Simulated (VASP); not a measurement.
# MgO (P6_3/mmc) in VASP: a series of runs

The runs below take MgO through single point, with PBE.

Everything below comes from runs of VASP 6.6.1. Logs are shortened: lines on timing, memory, paths and dates and some standing lists are left out, and cuts for length are marked.

**1. The cell of the first run**

The structure is hexagonal, space group P6_3/mmc (No. 194). Conventional cell: a = 3.521 Å, b = 3.521 Å, c = 4.027 Å, α = 90.00°, β = 90.00°, γ = 120.00°. Within 2.7 Å of Mg (site symmetry -6m2) lie 5 O at 2.01 to 2.03 Å. O (site symmetry -6m2) has 5 Mg at 2.01 to 2.03 Å within 2.7 Å.

**2. Single point, PBE**

Input file INCAR:

```
PREC = Accurate
ENCUT = 520
EDIFF = 1E-6
ISMEAR = 0
SIGMA = 0.05
LREAL = False
LASPH = True
NELM = 80
ALGO = Normal
ISIF = 2
LWAVE = False
LCHARG = True
GGA = PE
LELF = True
LVHAR = True
NBANDS = 16
```

Input file KPOINTS:

```
Automatic mesh
0
Gamma
  9 9 6
```

Input file POSCAR:

```
MgO
1.0
    3.5213164829      0.0000000000      0.0000000000
   -1.7606582415      3.0495495290      0.0000000000
    0.0000000000      0.0000000000      4.0274000000
Mg O
2 2
Direct
    0.6666666667      0.3333333333      0.7500000000
    0.3333333333      0.6666666667      0.2500000000
    0.6666666667      0.3333333333      0.2500000000
    0.3333333333      0.6666666667      0.7500000000
```

Potentials or basis: VASP PAW PBE potentials, release 64 (Mg, O).

Started as:

```
> cat potpaw_PBE.64/Mg/POTCAR potpaw_PBE.64/O/POTCAR > POTCAR
> mpirun -np 1 vasp_std > vasp.out
```

OUTCAR:

```text
PREC = Accurate
   ENCUT = 520
   EDIFF = 1E-6
   ISMEAR = 0
   LREAL = False
   LASPH = True
   NELM = 80
   ISIF = 2
   GGA = PE

 ion  position               nearest neighbor table
   1  0.667  0.333  0.750-   3 2.01   3 2.01   4 2.03   4 2.03   4 2.03   2 2.86   2 2.86   2 2.86
                             2 2.86   2 2.86   2 2.86
   2  0.333  0.667  0.250-   4 2.01   4 2.01   3 2.03   3 2.03   3 2.03   1 2.86   1 2.86   1 2.86
                             1 2.86   1 2.86   1 2.86
   3  0.667  0.333  0.250-   1 2.01   1 2.01   2 2.03   2 2.03   2 2.03
   4  0.333  0.667  0.750-   2 2.01   2 2.01   1 2.03   1 2.03   1 2.03

  LATTYP: Found a hexagonal cell.
 ALAT       =     3.5213164829
 C/A-ratio  =     1.1437199751

  Lattice vectors:

 A1 = (   3.5213164829,   0.0000000000,   0.0000000000)
 A2 = (  -1.7606582415,   3.0495495290,   0.0000000000)
 A3 = (   0.0000000000,   0.0000000000,   4.0274000000)

Analysis of symmetry for initial positions (statically):
=====================================================================
 Subroutine PRICEL returns:
 Original cell was already a primitive cell.

 Routine SETGRP: Setting up the symmetry group for a
 hexagonal supercell.

 Subroutine GETGRP returns: Found 24 space group operations
 (whereof 12 operations were pure point group operations)
 out of a pool of 24 trial point group operations.

The static configuration has the point symmetry D_3d.
 The point group associated with its full space group is D_6h.

Analysis of symmetry for dynamics (positions and initial velocities):
=====================================================================
 Subroutine PRICEL returns:
 Original cell was already a primitive cell.

 Routine SETGRP: Setting up the symmetry group for a
 hexagonal supercell.

 Subroutine GETGRP returns: Found 24 space group operations
 (whereof 12 operations were pure point group operations)
 out of a pool of 24 trial point group operations.

The dynamic configuration has the point symmetry D_3d.
 The point group associated with its full space group is D_6h.

 Subroutine INISYM returns: Found 24 space group operations
 (whereof 12 operations are pure point group operations),
 and found     1 'primitive' translations

----------------------------------------------------------------------------------------

                                     Primitive cell

  volume of cell :      43.2479

  direct lattice vectors                    reciprocal lattice vectors
     3.521316483  0.000000000  0.000000000     0.283984699  0.163958642  0.000000000
    -1.760658242  3.049549529  0.000000000     0.000000000  0.327917284  0.000000000
     0.000000000  0.000000000  4.027400000     0.000000000  0.000000000  0.248299151

  length of vectors
     3.521316483  3.521316483  4.027400000     0.327917284  0.327917284  0.248299151

  position of ions in fractional coordinates (direct lattice)
     0.666666667  0.333333333  0.750000000
     0.333333333  0.666666667  0.250000000
     0.666666667  0.333333333  0.250000000
     0.333333333  0.666666667  0.750000000

  ion indices of the primitive-cell ions
   primitive index   ion index
                 1           1
                 2           2
                 3           3
                 4           4

----------------------------------------------------------------------------------------

 KPOINTS: Automatic mesh

Automatic generation of k-mesh.
 Grid dimensions read from file:
 generate k-points for:    9    9    6

 Generating k-lattice:

  Cartesian coordinates                     Fractional coordinates (reciprocal lattice)
     0.031553855  0.018217627  0.000000000     0.111111111  0.000000000  0.000000000
     0.000000000  0.036435254  0.000000000     0.000000000  0.111111111  0.000000000
     0.000000000  0.000000000  0.041383192     0.000000000  0.000000000  0.166666667

  Length of vectors
     0.036435254  0.036435254  0.041383192

  Shift w.r.t. Gamma in fractional coordinates (k-lattice)
     0.000000000  0.000000000  0.000000000

 Subroutine IBZKPT returns following result:
 ===========================================

 Found     48 irreducible k-points:

 Following reciprocal coordinates:
            Coordinates               Weight
  0.000000  0.000000  0.000000      1.000000
  0.111111  0.000000  0.000000      6.000000
  0.222222  0.000000  0.000000      6.000000
  0.333333  0.000000  0.000000      6.000000
  0.444444  0.000000  0.000000      6.000000
  0.111111  0.111111  0.000000      6.000000
[... 16 lines left out ...]
  0.333333  0.222222  0.166667     24.000000
  0.333333  0.333333  0.166667      4.000000
 [... further k-points ...]
   k-points           NKPTS =     48   k-points in BZ     NKDIM =     48   number of bands    NBANDS=     16
   number of dos      NEDOS =    301   number of ions     NIONS =      4
   total plane-waves  NPLWV =  23520
   dimension x,y,z NGX =    28 NGY =   28 NGZ =   30
   dimension x,y,z NGXF=    56 NGYF=   56 NGZF=   60
   ions per type =               2   2
   NGX,Y,Z   is equivalent  to a cutoff of  13.22, 13.22, 12.38 a.u.
   NGXF,Y,Z  is equivalent  to a cutoff of  26.44, 26.44, 24.77 a.u.
 SYSTEM =  unknown system
   PREC   = accura    normal or accurate (medium, high low for compatibility)
   ISTART =      0    job   : 0-new  1-cont  2-samecut
   ICHARG =      2    charge: 1-file 2-atom 10-const
   ISPIN  =      1    spin polarized calculation?
   LNONCOLLINEAR =      F non collinear calculations
   LSORBIT =      F    spin-orbit coupling
   LASPH  =      T    aspherical Exc in radial PAW
   ENCUT  =  520.0 eV  38.22 Ry    6.18 a.u.   6.55  6.55  7.49*2*pi/ulx,y,z
   NELM   =     80;   NELMIN=  2; NELMDL= -5     # of ELM steps
   EDIFF  = 0.1E-05   stopping-criterion for ELM
   LREAL  =      F    real-space projection
   EDIFFG = 0.1E-04   stopping-criterion for IOM
   NSW    =      0    number of steps for IOM
   IBRION =     -1    ionic relax: 0-MD 1-quasi-New 2-CG
   NFREE  =      0    steps in history (QN), initial steepest desc. (CG)
   ISIF   =      2    stress and relaxation
   ISYM   =      2    0-nonsym 1-usesym 2-fastsym
   POTIM  = 0.5000    time-step for ionic-motion
   TEBEG  =    0.0;   TEEND  =   0.0 temperature during run
   PSTRESS=    0.0 pullay stress
   NELECT =      16.0000    total number of electrons
   NUPDOWN=      -1.0000    fix difference up-down
   EMIN   =  10.00;   EMAX   =-10.00  energy-range for DOS
   EFERMI =   0.00;   METHOD = LEGACY
   ISMEAR =     0;   SIGMA  =   0.05  broadening in eV -4-tet -1-fermi 0-gaus
   EFERMI_NEDOS =   21; number of points for ismear=-14 and -15
   IALGO  =     38    algorithm
   IMIX   =      4    mixing-type and parameters
     AMIX     =   0.40;   BMIX     =  1.00
     AMIX_MAG =   1.60;   BMIX_MAG =  1.00
  volume/ion in A,a.u.               =      10.81        72.96
  Fermi-wavevector in a.u.,A,eV,Ry     =   1.175239  2.220880 18.792197  1.381187
  Thomas-Fermi vector in A             =   2.311623
   LORBIT       =      0    0 simple, 1 ext, 2 COOP (PROOUT), +10 PAW based schemes
   GGA     = PE    functional components
   LHFCALC =     F    Hartree Fock is set to
   AEXX    =    0.0000 exact exchange contribution
   IVDW    =     0    specifies the selected vdW correction
   LEPSILON=     F    determine dielectric tensor
   LRPA    =     F    only Hartree local field effects (RPA)
 non-spin polarized calculation
 Gauss-broadening in eV      SIGMA  =   0.05
  energy-cutoff  :      520.00
  volume of cell :       43.25
 maximum number of plane-waves:      1197
 NGX is ok and might be reduce to    28
   NGX = 13   NGY = 13   NGZ = 15

 number of electron      15.9999988 magnetization

 Free energy of the ion-electron system (eV)
  ---------------------------------------------------
  ext. energy  EPLUGINS =         0.00000000
  ---------------------------------------------------
  free energy    TOTEN  =       -23.57921434 eV

  energy without entropy =      -23.57921434  energy(sigma->0) =      -23.57921434

 E-fermi :   2.3398     XC(G=0): -10.1319

 val. band max:        2.0329786186   @ k =   0.0000   0.0000   0.0000
 cond. band min:       5.6076053746   @ k =   0.0000   0.0000   0.0000
 fundamental gap:      3.5746267559
 Fermi energy:         2.3398407723

 k-point     1 :       0.0000    0.0000    0.0000
  band No.  band energies     occupation
      1     -14.9282      2.00000
      2     -13.4117      2.00000
      3      -1.4945      2.00000
      4       0.2530      2.00000
      5       0.2530      2.00000
      6       1.3266      2.00000
[... 8 lines left out ...]
     15      17.7143      0.00000
     16      17.8667      0.00000

 k-point     2 :       0.1111    0.0000    0.0000
  band No.  band energies     occupation
      1     -14.8675      2.00000
      2     -13.4287      2.00000
      3      -1.4031      2.00000
      4       0.0754      2.00000
      5       0.1525      2.00000
      6       1.0379      2.00000
[... 8 lines left out ...]
     15      17.3176      0.00000
     16      17.3983      0.00000

 k-point     3 :       0.2222    0.0000    0.0000
  band No.  band energies     occupation
      1     -14.6995      2.00000
      2     -13.4850      2.00000
      3      -1.1413      2.00000
      4      -0.4560      2.00000
      5      -0.0577      2.00000
      6       0.6313      2.00000
[... 8 lines left out ...]
     15      16.4564      0.00000
     16      17.1171      0.00000

 k-point     4 :       0.3333    0.0000    0.0000
  band No.  band energies     occupation
      1     -14.4673      2.00000
      2     -13.5881      2.00000
      3      -1.0628      2.00000
      4      -0.7529      2.00000
      5      -0.2531      2.00000
      6       0.3922      2.00000
[... 8 lines left out ...]
     15      16.0815      0.00000
     16      17.3023      0.00000

 k-point     5 :       0.4444    0.0000    0.0000
  band No.  band energies     occupation
      1     -14.2582      2.00000
      2     -13.7117      2.00000
      3      -1.4287      2.00000
      4      -0.3665      2.00000
      5      -0.3652      2.00000
      6       0.2807      2.00000
[... 8 lines left out ...]
     15      16.6180      0.00000
     16      17.4958      0.00000

 k-point     6 :       0.1111    0.1111    0.0000
  band No.  band energies     occupation
      1     -14.7531      2.00000
      2     -13.4654      2.00000
      3      -1.2263      2.00000
      4      -0.2194      2.00000
      5      -0.0990      2.00000
      6       0.7795      2.00000
[... 8 lines left out ...]
     15      16.7809      0.00000
     16      16.9209      0.00000
[... 267 lines left out ...]
 k-point    21 :       0.4444    0.1111    0.1667
  band No.  band energies     occupation
      1     -14.1368      2.00000
      2     -13.7649      2.00000
      3      -1.6520      2.00000
      4      -0.5299      2.00000
      5      -0.5077      2.00000
      6       0.3103      2.00000
[... 8 lines left out ...]
     15      16.6858      0.00000
     16      17.5232      0.00000

 k-point    22 :       0.2222    0.2222    0.1667
  band No.  band energies     occupation
      1     -14.2779      2.00000
      2     -13.6795      2.00000
      3      -1.2123      2.00000
      4      -1.1470      2.00000
      5      -0.0826      2.00000
      6       0.3424      2.00000
[... 8 lines left out ...]
     15      17.0336      0.00000
     16      17.8179      0.00000

 k-point    23 :       0.3333    0.2222    0.1667
  band No.  band energies     occupation
      1     -14.0919      2.00000
      2     -13.7935      2.00000
      3      -1.4948      2.00000
      4      -0.8996      2.00000
      5      -0.4622      2.00000
      6       0.5878      2.00000
[... 8 lines left out ...]
     15      16.8098      0.00000
     16      18.0608      0.00000

 k-point    24 :       0.3333    0.3333    0.1667
  band No.  band energies     occupation
      1     -13.9300      2.00000
      2     -13.9300      2.00000
      3      -1.4911      2.00000
      4      -0.7581      2.00000
      5      -0.7581      2.00000
      6       0.9377      2.00000
[... 8 lines left out ...]
     15      16.6569      0.00000
     16      18.7915      0.00000

 [... further k-points ...]
[... 5 lines left out ...]
  --------------------------------------------------------------------------------------
  -------------------------------------------------------------------------------------
  Total        0.9604319      0.9604319      4.1512319     -0.0000000      0.0000000      0.0000000
  in kB       35.5804683     35.5804683    153.7878639     -0.0000000      0.0000000      0.0000000
  external PRESSURE =      74.9829335 kB  Pullay stress =       0.0000000 kB

 VOLUME and BASIS-vectors are now :
 -----------------------------------------------------------------------------
  energy-cutoff  :      520.00
  volume of cell :       43.25
      direct lattice vectors                 reciprocal lattice vectors
     3.521316483  0.000000000  0.000000000     0.283984699  0.163958642  0.000000000
    -1.760658242  3.049549529  0.000000000     0.000000000  0.327917284  0.000000000
     0.000000000  0.000000000  4.027400000     0.000000000  0.000000000  0.248299151

 POSITION                                       TOTAL-FORCE (eV/Angst)
 -----------------------------------------------------------------------------------
      1.76066      1.01652      3.02055         0.000000     -0.000000     -0.000000
     -0.00000      2.03303      1.00685        -0.000000     -0.000000     -0.000000
      1.76066      1.01652      1.00685         0.000000     -0.000000      0.000000
     -0.00000      2.03303      3.02055        -0.000000      0.000000     -0.000000
 -----------------------------------------------------------------------------------
    total drift:                               -0.000000     -0.000000     -0.000000

  FREE ENERGIE OF THE ION-ELECTRON SYSTEM (eV)
  ---------------------------------------------------
  free  energy   TOTEN  =       -23.5792143424 eV

  energy  without entropy=      -23.5792143424  energy(sigma->0) =      -23.57921434
```

Wall time 32 s (1 thread of AMD EPYC 7R13, shared host); peak memory 0.15 GiB.

Results:

```yaml
Free_energy: -23.5792 eV
Pressure: 7.5 GPa
Band_gap_on_the_k_mesh: 3.57 eV
```

Stress tensor (GPa, compression positive):
```
 3.56  0.00  0.00
 0.00  3.56  0.00
 0.00  0.00 15.38
```

Caveat: the cell stands under pressure.

**3. Single point, PBE**

This run uses another cell than the first one, of 10.93 Å³/atom.

Input file INCAR:

```
SYSTEM = MgO
PREC = Accurate
ENCUT = 520
EDIFF = 1E-6
ISMEAR = 0
SIGMA = 0.05
LREAL = .FALSE.
LASPH = .TRUE.
NELM = 80
ALGO = Normal
ISIF = 2
LWAVE = .FALSE.
LCHARG = .FALSE.
GGA = PE
NBANDS = 16
```

Input file KPOINTS:

```
regular mesh
0
G
  9 9 6
  0 0 0
```

Input file POSCAR:

```
MgO
1.0
    3.4861000000      0.0000000000      0.0000000000
   -1.7430500000      3.0190511601      0.0000000000
    0.0000000000      0.0000000000      4.1546000000
Mg O
2 2
Direct
    0.6666666667      0.3333333333      0.7500000000
    0.3333333333      0.6666666667      0.2500000000
    0.6666666667      0.3333333333      0.2500000000
    0.3333333333      0.6666666667      0.7500000000
```

Potentials or basis: VASP PAW PBE potentials, release 64 (Mg, O).

Started as:

```
> cat potpaw_PBE.64/Mg/POTCAR potpaw_PBE.64/O/POTCAR > POTCAR
> mpirun -np 1 vasp_std > vasp.out
```

Run time: 33 s. Hardware: 1 thread of AMD EPYC 7R13, shared host; peak memory 0.15 GiB.

It converged, with:

| Property | Result |
| --- | --- |
| Free energy | -23.6483 eV |
| Pressure | 4.9 GPa |
| Band gap on the k mesh | 3.47 eV |

Stress tensor (GPa, compression positive):
```
4.19 0.00 0.00
0.00 4.19 0.00
0.00 0.00 6.29
```

Levels at points of the mesh, in eV from the valence-band top:
```
           k point  band 5  band 6  band 7  band 8  band 9  band 10  band 11  band 12
(0.00, 0.00, 0.00)   -1.75   -0.80   -0.80    0.00    3.47     9.56    12.37    12.55
(0.00, 0.00, 0.50)   -1.29   -1.29   -1.29   -1.29    6.51     6.51    12.91    12.91
```

Caveat: the cell stands under pressure.
